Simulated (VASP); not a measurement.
Input of a VASP 6.6.1 run:

INCAR

```
SYSTEM = HfC
ALGO = Normal
EDIFF = 1E-6
ENCUT = 520
GGA = PE
ISIF = 2
ISMEAR = 1
LASPH = .True.
LCHARG = .False.
LREAL = .False.
LWAVE = .False.
NBANDS = 14
NELM = 100
PREC = Accurate
SIGMA = 0.1
```

The input KPOINTS:

```
k-points
0
Gamma
  13 13 13
  0 0 0
```

Contents of POSCAR:

```
HfC
1.0
    0.0000000000      2.2862500000      2.3250000000
    2.2862500000      0.0000000000      2.3250000000
    2.2862500000      2.2862500000      0.0000000000
Hf C
1 1
Direct
    0.5000000000      0.5000000000      0.5000000000
    0.0000000000      0.0000000000      0.0000000000
```

Potentials or basis: VASP PAW PBE potentials, release 64 (Hf_pv, C).

The run is started by

```bash
$ cat potpaw_PBE.64/Hf_pv/POTCAR potpaw_PBE.64/C/POTCAR > POTCAR
$ mpirun -np 1 vasp_std > vasp.out
```

(1) Estimate the pressure.

(2) Predict the band gap on the k mesh.

## Answers

(1) 8.2 GPa.

(2) zero (band 7 reaches 7.26 eV, above the bottom of band 8 at 5.81 eV).

Caveat: spin-orbit coupling is left out, which moves the levels of the heavy elements.
